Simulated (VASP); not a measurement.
# CO2 (Pbca) in VASP: further runs

CO2 is run at these levels: PBE; tasks: single point.

Program: VASP 6.6.1. These are calculated values, not measurements. Logs are shortened: lines on timing, memory, paths and dates and some standing lists are left out, and cuts for length are marked.

**1. The cell of the first run**

The structure is orthorhombic, space group Pbca (No. 61). Conventional cell: a = 5.866 Å, b = 6.156 Å, c = 6.156 Å, α = 90.00°, β = 90.00°, γ = 90.00°. Within 1.6 Å of C (site symmetry -1) lie 2 O at 1.17 Å. Within 1.6 Å of O (site symmetry 1) lie 1 C at 1.17 Å.

**2. Single point, PBE (18.52 Å³/atom)**

Contents of INCAR:

```
PREC = Accurate
ENCUT = 520
EDIFF = 1E-6
ISMEAR = 0
SIGMA = 0.05
LREAL = F
LASPH = T
NELM = 100
ALGO = Normal
ISIF = 2
LWAVE = F
LCHARG = T
GGA = PE
LELF = T
LVHAR = T
NBANDS = 44
```

Contents of KPOINTS:

```
Automatic mesh
0
Gamma
  4 4 4
```

Contents of POSCAR:

```
CO2
1.0
    6.1559429308      0.0000000000      0.0000000000
    0.0000000000      6.1559429308      0.0000000000
    0.0000000000      0.0000000000      5.8659980187
C O
4 8
Direct
    0.0000000000      0.0000000000      0.0000000000
    0.5000000000      0.0000000000      0.5000000000
    0.5000000000      0.5000000000      0.0000000000
    0.0000000000      0.5000000000      0.5000000000
    0.1114834447      0.1114834447      0.1114834447
    0.3885165553      0.8885165553      0.6114834447
    0.6114834447      0.3885165553      0.8885165553
    0.8885165553      0.6114834447      0.3885165553
    0.8885165553      0.8885165553      0.8885165553
    0.6114834447      0.1114834447      0.3885165553
    0.3885165553      0.6114834447      0.1114834447
    0.1114834447      0.3885165553      0.6114834447
```

Potentials or basis: VASP PAW PBE potentials, release 64 (C, O).

Run with:

```console
$ cat potpaw_PBE.64/C/POTCAR potpaw_PBE.64/O/POTCAR > POTCAR
$ mpirun -np 1 vasp_std > vasp.out
```

OUTCAR:

```text
PREC = Accurate
   ENCUT = 520
   EDIFF = 1E-6
   ISMEAR = 0
   LREAL = F
   LASPH = T
   NELM = 100
   ISIF = 2
   GGA = PE

 ion  position               nearest neighbor table
   1  0.000  0.000  0.000-   5 1.17   9 1.17
   2  0.500  0.000  0.500-   6 1.17  10 1.17
   3  0.500  0.500  0.000-   7 1.17  11 1.17
   4  0.000  0.500  0.500-   8 1.17  12 1.17
   5  0.111  0.111  0.111-   1 1.17
   6  0.389  0.889  0.611-   2 1.17
   7  0.611  0.389  0.889-   3 1.17
   8  0.889  0.611  0.389-   4 1.17
   9  0.889  0.889  0.889-   1 1.17
  10  0.611  0.111  0.389-   2 1.17
  11  0.389  0.611  0.111-   3 1.17
  12  0.111  0.389  0.611-   4 1.17

  LATTYP: Found a simple tetragonal cell.
 ALAT       =     6.1559429308
 C/A-ratio  =     0.9529000000

  Lattice vectors:

 A1 = (   6.1559429308,   0.0000000000,   0.0000000000)
 A2 = (   0.0000000000,   6.1559429308,   0.0000000000)
 A3 = (   0.0000000000,   0.0000000000,   5.8659980187)

Analysis of symmetry for initial positions (statically):
=====================================================================
 Subroutine PRICEL returns:
 Original cell was already a primitive cell.

 Routine SETGRP: Setting up the symmetry group for a
 simple tetragonal supercell.

 Subroutine GETGRP returns: Found  8 space group operations
 (whereof  2 operations were pure point group operations)
 out of a pool of 16 trial point group operations.

The static configuration has the point symmetry S_2 .
 The point group associated with its full space group is D_2h.

Analysis of symmetry for dynamics (positions and initial velocities):
=====================================================================
 Subroutine PRICEL returns:
 Original cell was already a primitive cell.

 Routine SETGRP: Setting up the symmetry group for a
 simple tetragonal supercell.

 Subroutine GETGRP returns: Found  8 space group operations
 (whereof  2 operations were pure point group operations)
 out of a pool of 16 trial point group operations.

The dynamic configuration has the point symmetry S_2 .
 The point group associated with its full space group is D_2h.

 Subroutine INISYM returns: Found  8 space group operations
 (whereof  2 operations are pure point group operations),
 and found     1 'primitive' translations

----------------------------------------------------------------------------------------

                                     Primitive cell

  volume of cell :     222.2957

  direct lattice vectors                    reciprocal lattice vectors
     6.155942931  0.000000000  0.000000000     0.162444651  0.000000000  0.000000000
     0.000000000  6.155942931  0.000000000     0.000000000  0.162444651  0.000000000
     0.000000000  0.000000000  5.865998019     0.000000000  0.000000000  0.170473975

  length of vectors
     6.155942931  6.155942931  5.865998019     0.162444651  0.162444651  0.170473975

  position of ions in fractional coordinates (direct lattice)
     0.000000000  0.000000000  0.000000000
     0.500000000  0.000000000  0.500000000
     0.500000000  0.500000000  0.000000000
     0.000000000  0.500000000  0.500000000
     0.111483445  0.111483445  0.111483445
     0.388516555  0.888516555  0.611483445
     0.611483445  0.388516555  0.888516555
     0.888516555  0.611483445  0.388516555
     0.888516555  0.888516555  0.888516555
     0.611483445  0.111483445  0.388516555
     0.388516555  0.611483445  0.111483445
     0.111483445  0.388516555  0.611483445

  ion indices of the primitive-cell ions
   primitive index   ion index
                 1           1
                 2           2
                 3           3
                 4           4
                 5           5
                 6           6
                 7           7
                 8           8
                 9           9
                10          10
                11          11
                12          12

----------------------------------------------------------------------------------------

 KPOINTS: Automatic mesh

Automatic generation of k-mesh.
 Grid dimensions read from file:
 generate k-points for:    4    4    4

 Generating k-lattice:

  Cartesian coordinates                     Fractional coordinates (reciprocal lattice)
     0.040611163  0.000000000  0.000000000     0.250000000  0.000000000  0.000000000
     0.000000000  0.040611163  0.000000000     0.000000000  0.250000000  0.000000000
     0.000000000  0.000000000  0.042618494     0.000000000  0.000000000  0.250000000

  Length of vectors
     0.040611163  0.040611163  0.042618494

  Shift w.r.t. Gamma in fractional coordinates (k-lattice)
     0.000000000  0.000000000  0.000000000

 Subroutine IBZKPT returns following result:
 ===========================================

 Found     27 irreducible k-points:

 Following reciprocal coordinates:
            Coordinates               Weight
  0.000000  0.000000  0.000000      1.000000
  0.250000  0.000000  0.000000      2.000000
  0.000000  0.250000  0.000000      2.000000
  0.500000  0.000000  0.000000      1.000000
  0.000000  0.500000  0.000000      1.000000
  0.250000  0.250000  0.000000      4.000000
[... 16 lines left out ...]
  0.000000  0.500000  0.500000      1.000000
  0.250000  0.250000  0.500000      4.000000
 [... further k-points ...]
   k-points           NKPTS =     27   k-points in BZ     NKDIM =     27   number of bands    NBANDS=     44
   number of dos      NEDOS =    301   number of ions     NIONS =     12
   total plane-waves  NPLWV = 110592
   dimension x,y,z NGX =    48 NGY =   48 NGZ =   48
   dimension x,y,z NGXF=    96 NGYF=   96 NGZF=   96
   ions per type =               4   8
   NGX,Y,Z   is equivalent  to a cutoff of  12.96, 12.96, 13.60 a.u.
   NGXF,Y,Z  is equivalent  to a cutoff of  25.93, 25.93, 27.21 a.u.
 SYSTEM =  unknown system
   PREC   = accura    normal or accurate (medium, high low for compatibility)
   ISTART =      0    job   : 0-new  1-cont  2-samecut
   ICHARG =      2    charge: 1-file 2-atom 10-const
   ISPIN  =      1    spin polarized calculation?
   LNONCOLLINEAR =      F non collinear calculations
   LSORBIT =      F    spin-orbit coupling
   LASPH  =      T    aspherical Exc in radial PAW
   ENCUT  =  520.0 eV  38.22 Ry    6.18 a.u.  11.45 11.45 10.91*2*pi/ulx,y,z
   NELM   =    100;   NELMIN=  2; NELMDL= -5     # of ELM steps
   EDIFF  = 0.1E-05   stopping-criterion for ELM
   LREAL  =      F    real-space projection
   EDIFFG = 0.1E-04   stopping-criterion for IOM
   NSW    =      0    number of steps for IOM
   IBRION =     -1    ionic relax: 0-MD 1-quasi-New 2-CG
   NFREE  =      0    steps in history (QN), initial steepest desc. (CG)
   ISIF   =      2    stress and relaxation
   ISYM   =      2    0-nonsym 1-usesym 2-fastsym
   POTIM  = 0.5000    time-step for ionic-motion
   TEBEG  =    0.0;   TEEND  =   0.0 temperature during run
   PSTRESS=    0.0 pullay stress
   NELECT =      64.0000    total number of electrons
   NUPDOWN=      -1.0000    fix difference up-down
   EMIN   =  10.00;   EMAX   =-10.00  energy-range for DOS
   EFERMI =   0.00;   METHOD = LEGACY
   ISMEAR =     0;   SIGMA  =   0.05  broadening in eV -4-tet -1-fermi 0-gaus
   EFERMI_NEDOS =   21; number of points for ismear=-14 and -15
   IALGO  =     38    algorithm
   IMIX   =      4    mixing-type and parameters
     AMIX     =   0.40;   BMIX     =  1.00
     AMIX_MAG =   1.60;   BMIX_MAG =  1.00
  volume/ion in A,a.u.               =      18.52       125.01
  Fermi-wavevector in a.u.,A,eV,Ry     =   1.080997  2.042788 15.899147  1.168554
  Thomas-Fermi vector in A             =   2.217002
   LORBIT       =      0    0 simple, 1 ext, 2 COOP (PROOUT), +10 PAW based schemes
   GGA     = PE    functional components
   LHFCALC =     F    Hartree Fock is set to
   AEXX    =    0.0000 exact exchange contribution
   IVDW    =     0    specifies the selected vdW correction
   LEPSILON=     F    determine dielectric tensor
   LRPA    =     F    only Hartree local field effects (RPA)
 non-spin polarized calculation
 Gauss-broadening in eV      SIGMA  =   0.05
  energy-cutoff  :      520.00
  volume of cell :      222.30
 maximum number of plane-waves:      6028
 NGX is ok and might be reduce to    48
   NGX = 23   NGY = 23   NGZ = 21

 number of electron      63.9999991 magnetization

 Free energy of the ion-electron system (eV)
  ---------------------------------------------------
  ext. energy  EPLUGINS =         0.00000000
  ---------------------------------------------------
  free energy    TOTEN  =       -92.26685702 eV

  energy without entropy =      -92.26685702  energy(sigma->0) =      -92.26685702

 E-fermi :  -4.5318     XC(G=0):  -6.8762

 val. band max:       -4.7974477899   @ k =   0.0000   0.0000   0.0000
 cond. band min:       1.7866410091   @ k =   0.0000   0.0000   0.0000
 fundamental gap:      6.5840887990
 Fermi energy:        -4.5318214250

 k-point     1 :       0.0000    0.0000    0.0000
  band No.  band energies     occupation
      1     -25.1878      2.00000
      2     -25.1055      2.00000
      3     -25.1041      2.00000
      4     -25.0954      2.00000
      5     -24.1336      2.00000
      6     -24.1320      2.00000
[... 36 lines left out ...]
     43       5.3076      0.00000
     44       5.6337      0.00000

 k-point     2 :       0.2500    0.0000    0.0000
  band No.  band energies     occupation
      1     -25.1761      2.00000
      2     -25.1178      2.00000
      3     -25.1026      2.00000
      4     -25.0965      2.00000
      5     -24.1330      2.00000
      6     -24.1320      2.00000
[... 36 lines left out ...]
     43       5.5655      0.00000
     44       5.8652      0.00000

 k-point     3 :       0.0000    0.2500    0.0000
  band No.  band energies     occupation
      1     -25.1759      2.00000
      2     -25.1167      2.00000
      3     -25.1038      2.00000
      4     -25.0967      2.00000
      5     -24.1305      2.00000
      6     -24.1299      2.00000
[... 976 lines left out ...]
     43       4.3165      0.00000
     44       4.3165      0.00000

 k-point    24 :       0.2500    0.2500    0.5000
  band No.  band energies     occupation
      1     -25.1326      2.00000
      2     -25.1326      2.00000
      3     -25.1138      2.00000
      4     -25.1138      2.00000
      5     -24.1267      2.00000
      6     -24.1267      2.00000
[... 36 lines left out ...]
     43       5.0872      0.00000
     44       5.0872      0.00000

 [... further k-points ...]
[... 5 lines left out ...]
  --------------------------------------------------------------------------------------
  -------------------------------------------------------------------------------------
  Total        1.4691798      1.4853919      1.5297205      0.0000000      0.0000000      0.0000000
  in kB       10.5889880     10.7058351     11.0253299      0.0000000      0.0000000      0.0000000
  external PRESSURE =      10.7733843 kB  Pullay stress =       0.0000000 kB

 VOLUME and BASIS-vectors are now :
 -----------------------------------------------------------------------------
  energy-cutoff  :      520.00
  volume of cell :      222.30
      direct lattice vectors                 reciprocal lattice vectors
     6.155942931  0.000000000  0.000000000     0.162444651  0.000000000  0.000000000
     0.000000000  6.155942931  0.000000000     0.000000000  0.162444651  0.000000000
     0.000000000  0.000000000  5.865998019     0.000000000  0.000000000  0.170473975

 POSITION                                       TOTAL-FORCE (eV/Angst)
 -----------------------------------------------------------------------------------
      0.00000      0.00000      0.00000        -0.000000      0.000000     -0.000000
      3.07797      0.00000      2.93300        -0.000000      0.000000     -0.000000
      3.07797      3.07797      0.00000        -0.000000      0.000000     -0.000000
      0.00000      3.07797      2.93300        -0.000000      0.000000     -0.000000
      0.68629      0.68629      0.65396         0.336823      0.330849      0.325285
      2.39169      5.46966      3.58696        -0.336823     -0.330849      0.325285
      3.76426      2.39169      5.21204         0.336823     -0.330849     -0.325285
      5.46966      3.76426      2.27904        -0.336823      0.330849     -0.325285
      5.46966      5.46966      5.21204        -0.336823     -0.330849     -0.325285
      3.76426      0.68629      2.27904         0.336823      0.330849     -0.325285
      2.39169      3.76426      0.65396        -0.336823      0.330849      0.325285
      0.68629      2.39169      3.58696         0.336823     -0.330849      0.325285
 -----------------------------------------------------------------------------------
    total drift:                                0.000000      0.000000      0.000000

  FREE ENERGIE OF THE ION-ELECTRON SYSTEM (eV)
  ---------------------------------------------------
  free  energy   TOTEN  =       -92.2668570159 eV

  energy  without entropy=      -92.2668570159  energy(sigma->0) =      -92.26685702
```

Run time: 3 min. Hardware: 1 thread of Intel Xeon Platinum 8488C (Sapphire Rapids), shared host; peak memory 0.41 GiB.

What came out:

```
Free energy            : -92.2669 eV
Pressure               : 1.1 GPa
Largest force          : 0.573 eV/Å
Band gap on the k mesh : 6.58 eV
```

Forces on the atoms (eV/Å):
```
C    0.000  0.000  0.000
C    0.000  0.000  0.000
C    0.000  0.000  0.000
C    0.000  0.000  0.000
O    0.337  0.331  0.325
O   -0.337 -0.331  0.325
O    0.337 -0.331 -0.325
O   -0.337  0.331 -0.325
O   -0.337 -0.331 -0.325
O    0.337  0.331 -0.325
O   -0.337  0.331  0.325
O    0.337 -0.331  0.325
```

Levels at points of the mesh, in eV from the valence-band top:
| k point | band 30 | band 31 | band 32 | band 33 | band 34 | band 35 |
| --- | --- | --- | --- | --- | --- | --- |
| (0.00, 0.00, 0.00) | -0.13 | -0.06 | 0.00 | 6.58 | 8.14 | 8.16 |
| (0.50, 0.00, 0.00) | -0.20 | -0.07 | -0.07 | 7.83 | 7.83 | 8.08 |
| (0.00, 0.50, 0.00) | -0.20 | -0.07 | -0.07 | 7.83 | 7.83 | 8.13 |
| (0.50, 0.50, 0.00) | -0.20 | -0.20 | -0.20 | 8.08 | 8.08 | 8.08 |
| (0.00, 0.00, 0.50) | -0.19 | -0.09 | -0.09 | 7.95 | 7.95 | 8.11 |
| (0.50, 0.00, 0.50) | -0.19 | -0.19 | -0.19 | 8.07 | 8.07 | 8.07 |
| (0.00, 0.50, 0.50) | -0.17 | -0.17 | -0.17 | 8.08 | 8.08 | 8.08 |
| (0.50, 0.50, 0.50) | -0.18 | -0.18 | -0.18 | 8.13 | 8.13 | 8.13 |

Caveat: this functional lacks dispersion, which holds the molecules together, so the pressure and a relaxed volume are unreliable. A k mesh can miss the band edges.

**3. Single point, PBE (19.12 Å³/atom)**

This run uses another cell than the first one, of 19.12 Å³/atom.

Contents of INCAR:

```
PREC     = Accurate       # precision mode
ENCUT    = 520            # plane-wave cutoff, eV
EDIFF    = 1E-7           # SCF threshold, eV
ISMEAR   = 0              # smearing method
SIGMA    = 0.05           # smearing width, eV
LREAL    = F              # projectors in reciprocal space
LASPH    = T              # aspherical terms in the spheres
NELM     = 100            # most SCF steps
ALGO     = Normal         # electronic algorithm
ISIF     = 2              # what is computed and relaxed
LWAVE    = F              # write WAVECAR
LCHARG   = F              # write CHGCAR
GGA      = PE             # functional
NBANDS   = 44             # bands
```

Contents of KPOINTS:

```
regular mesh
0
Gamma
  4 4 4
```

POSCAR: that of step 2 with these lines changed.

```diff
@@ -2,5 +2,5 @@
 1.0
-    6.1559429308      0.0000000000      0.0000000000
-    0.0000000000      6.1559429308      0.0000000000
-    0.0000000000      0.0000000000      5.8659980187
+    5.8803742019      0.0000000000      0.0000000000
+    0.0000000000      5.8803742019      0.0000000000
+    0.0000000000      0.0000000000      6.6342381746
 C O
```

Potentials or basis: VASP PAW PBE potentials, release 64 (C, O).

Run with:

```console
$ cat potpaw_PBE.64/C/POTCAR potpaw_PBE.64/O/POTCAR > POTCAR
$ mpirun -np 1 vasp_std > vasp.out
```

It took 4.1 min on 1 thread of Intel Xeon Platinum 8488C (Sapphire Rapids), shared host; peak memory 0.42 GiB.

Results (log left out):

```
Free energy            : -92.2200 eV
Pressure               : -2.4 GPa
Largest force          : 0.996 eV/Å
Band gap on the k mesh : 6.42 eV
```

Forces in eV/Å, atoms in the order of the input:
```
C    0.000  0.000  0.000
C    0.000  0.000  0.000
C    0.000  0.000  0.000
C    0.000  0.000  0.000
O   -0.552 -0.537 -0.632
O    0.552  0.537 -0.632
O   -0.552  0.537  0.632
O    0.552 -0.537  0.632
O    0.552  0.537  0.632
O   -0.552 -0.537  0.632
O    0.552 -0.537 -0.632
O   -0.552  0.537 -0.632
```

Stress tensor (GPa, compression positive):
```
-2.13  0.00  0.00
 0.00 -2.06  0.00
 0.00  0.00 -3.01
```

Levels at points of the mesh, in eV from the valence-band top:
```tsv
k point	band 30	band 31	band 32	band 33	band 34	band 35
(0.00, 0.00, 0.00)	-0.15	-0.14	0.00	6.42	7.78	7.89
(0.50, 0.00, 0.00)	-0.21	-0.13	-0.13	7.77	7.77	7.89
(0.00, 0.50, 0.00)	-0.21	-0.12	-0.12	7.77	7.77	7.78
(0.50, 0.50, 0.00)	-0.20	-0.20	-0.20	7.80	7.80	7.80
(0.00, 0.00, 0.50)	-0.24	-0.08	-0.08	7.49	7.49	7.82
(0.50, 0.00, 0.50)	-0.19	-0.19	-0.19	7.84	7.84	7.84
(0.00, 0.50, 0.50)	-0.19	-0.19	-0.19	7.82	7.82	7.82
(0.50, 0.50, 0.50)	-0.18	-0.18	-0.18	7.85	7.85	7.85
```

Caveat: this functional lacks dispersion, which holds the molecules together, so the pressure and a relaxed volume are unreliable. A k mesh can miss the band edges.

**4. Single point, PBE (19.12 Å³/atom)**

This run uses another cell than the first one, of 19.12 Å³/atom.

Contents of INCAR:

```
SYSTEM = CO2
PREC = Accurate ; ENCUT = 520
EDIFF = 1E-6 ; ISMEAR = 0
SIGMA = 0.05 ; LREAL = .False.
LASPH = .True. ; NELM = 100
ALGO = Normal ; ISIF = 2
LWAVE = .False. ; LCHARG = .False.
GGA = PE ; NBANDS = 44
```

Contents of KPOINTS:

```
regular mesh
0
Gamma
  4 4 4
  0 0 0
```

POSCAR: that of step 3 with these lines changed.

```diff
@@ -2,5 +2,5 @@
 1.0
-    5.8803742019      0.0000000000      0.0000000000
-    0.0000000000      5.8803742019      0.0000000000
-    0.0000000000      0.0000000000      6.6342381746
+    5.9278669716      0.0000000000      0.0000000000
+    0.0000000000      5.9278669716      0.0000000000
+    0.0000000000      0.0000000000      6.5283598958
 C O
```

Run with:

```console
$ cat potpaw_PBE.64/C/POTCAR potpaw_PBE.64/O/POTCAR > POTCAR
$ mpirun -np 1 vasp_std > vasp.out
```

It took 2.8 min on 1 thread of Intel Xeon Platinum 8488C (Sapphire Rapids), shared host; peak memory 0.43 GiB.

The run converged. Its results:

```
Free energy            : -92.2381 eV
Pressure               : -2.1 GPa
Largest force          : 0.861 eV/Å
Band gap on the k mesh : 6.44 eV
```

Forces in eV/Å, atoms in the order of the input:
```
C    0.000  0.000  0.000
C    0.000  0.000  0.000
C    0.000  0.000  0.000
C    0.000  0.000  0.000
O   -0.481 -0.469 -0.538
O    0.481  0.469 -0.538
O   -0.481  0.469  0.538
O    0.481 -0.469  0.538
O    0.481  0.469  0.538
O   -0.481 -0.469  0.538
O    0.481 -0.469 -0.538
O   -0.481  0.469 -0.538
```

Stress tensor (GPa, compression positive):
```
-1.91  0.00  0.00
 0.00 -1.87  0.00
 0.00  0.00 -2.56
```

Levels at points of the mesh, in eV from the valence-band top:
```csv
k point,band 30,band 31,band 32,band 33,band 34,band 35
"(0.00, 0.00, 0.00)",-0.14,-0.11,0.00,6.44,7.84,7.93
"(0.50, 0.00, 0.00)",-0.20,-0.11,-0.11,7.77,7.77,7.92
"(0.00, 0.50, 0.00)",-0.20,-0.10,-0.10,7.78,7.78,7.83
"(0.50, 0.50, 0.00)",-0.19,-0.19,-0.19,7.84,7.84,7.84
"(0.00, 0.00, 0.50)",-0.22,-0.07,-0.07,7.55,7.55,7.85
"(0.50, 0.00, 0.50)",-0.18,-0.18,-0.18,7.87,7.87,7.87
"(0.00, 0.50, 0.50)",-0.19,-0.19,-0.19,7.85,7.85,7.85
"(0.50, 0.50, 0.50)",-0.18,-0.18,-0.18,7.89,7.89,7.89
```

Caveat: this functional lacks dispersion, which holds the molecules together, so the pressure and a relaxed volume are unreliable. A k mesh can miss the band edges.

(Part 1 of 2 ends here.)
